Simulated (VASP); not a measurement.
# AlAs: single point with PBE

AlAs:

```
Al As
1.0
     0.00000    2.89216    2.89216
     2.89216    0.00000    2.89216
     2.89216    2.89216    0.00000
Al As
1 1
Direct
  0.00000 0.00000 0.00000
  0.25000 0.25000 0.25000
```

This cell differs from its parent crystal: volume scaled by 1.03.

- Program: VASP 6.6.1
- Task: single point
- Functional: PBE
- Potentials or basis: VASP PAW PBE potentials, release 64 (Al, As)
- Cutoff: 500 eV
- k mesh: 8 × 8 × 8
- Occupations: gaussian, width 0.02 eV
- Spin: no spin polarisation
- Dipole correction: no
- Further INCAR settings: ALGO = Normal; EDIFF = 1e-06; NBANDS = 11

The pressure is -1.7 GPa and the band gap on the k mesh is 1.54 eV, indirect (least direct gap 1.56 eV).

Levels at points of the mesh, in eV from the valence-band top:
```
           k point  band 1  band 2  band 3  band 4  band 5  band 6  band 7  band 8  band 9
(0.00, 0.00, 0.00)  -11.52    0.00    0.00    0.00    1.56    4.18    4.18    4.18    8.53
(0.50, 0.00, 0.00)  -10.24   -5.30   -0.78   -0.78    1.91    4.63    4.63    7.62   10.67
(0.50, 0.50, 0.00)   -9.75   -5.21   -2.03   -2.03    1.54    2.28    9.83    9.83   11.09
```

Run time: 14 s on 1 thread of Intel Xeon 6975P-C (shared host), peak memory 0.17 GiB.

 A k mesh can miss the band edges.
